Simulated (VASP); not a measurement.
A run of VASP 6.6.1:

The input INCAR:

```
SYSTEM = Sr
PREC     = Accurate       ! precision mode
ENCUT    = 520            ! plane-wave cutoff, eV
EDIFF    = 1E-6           ! SCF threshold, eV
ISMEAR   = -1             ! smearing method
SIGMA    = 0.08           ! smearing width, eV
LREAL    = .False.        ! projectors in reciprocal space
LASPH    = .True.         ! aspherical terms in the spheres
NELM     = 60             ! most SCF steps
ALGO     = Normal         ! electronic algorithm
ISIF     = 2              ! what is computed and relaxed
LWAVE    = .False.        ! write WAVECAR
LCHARG   = .True.         ! write CHGCAR
GGA      = PE             ! functional
LELF     = .True.         ! ELF
LVHAR    = .True.       
NBANDS   = 11             ! bands
```

Contents of KPOINTS:

```
Automatic mesh
0
Gamma
  10 10 10
  0 0 0
```

Contents of POSCAR:

```
Sr
1.0
    0.0000000000      3.1020190703      3.1020190703
    3.1020190703      0.0000000000      3.1020190703
    3.1020190703      3.1020190703      0.0000000000
Sr
1
Direct
    0.0000000000      0.0000000000      0.0000000000
```

Potentials or basis: VASP PAW PBE potentials, release 64 (Sr_sv).

Launch:

```bash
$ cat potpaw_PBE.64/Sr_sv/POTCAR > POTCAR
$ mpirun -np 1 vasp_std > vasp.out
```

Hardware: 1 thread of Intel Xeon 8259CL, with other jobs on the host.

Question: Estimate the wall time of this run.

Answer: It took 60 s on 1 thread of Intel Xeon 8259CL, with other jobs on the host, peak memory 0.21 GiB. Counts: scf iterations 11, k points 47.
